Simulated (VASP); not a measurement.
Crystal: Pd.

```xyz
1
Lattice="0.0000 1.9587 1.9587 1.9587 0.0000 1.9587 1.9587 1.9587 0.0000" Properties=species:S:1:pos:R:3 pbc="T T T"
Pd    0.0000    0.0000    0.0000
```

| Quantity | Value |
| --- | --- |
| Program | VASP 6.6.1 |
| Task | relaxation of cell and atoms |
| Functional | PBE |
| Dispersion | D3(BJ) |
| Potentials or basis | VASP PAW PBE potentials, release 64 (Pd) |
| Cutoff | 600 eV |
| k mesh | 18 × 18 × 18 |
| Occupations | gaussian, width 0.1 eV |
| Spin | no spin polarisation |

At the start: pressure -4.4 GPa; volume 15.03 Å³/atom.

Question: How do energy, volume and symmetry change on relaxing?

Answer: Over 3 steps the energy falls by 4.8 meV/atom and the volume is 14.68 Å³/atom (-2.3 %); space group Fm-3m (No. 225, to 0.05 Å).

Step by step:
```tsv
step	energy change (eV)	largest force (eV/Å)	pressure (GPa)	volume (Å³)
1	0.0000	0.0000	-4.38	15.03
2	0.0078	0.0000	7.93	14.15
3	-0.0048	0.0000	-0.04	14.68
```

Final structure:
```
Pd
1.0
     0.00000    1.94357    1.94357
     1.94357    0.00000    1.94357
     1.94357    1.94357    0.00000
Pd
1
Direct
  0.00000 0.00000 0.00000
```

Caveat: pairwise dispersion overbinds metals, which lowers pressure and volume.
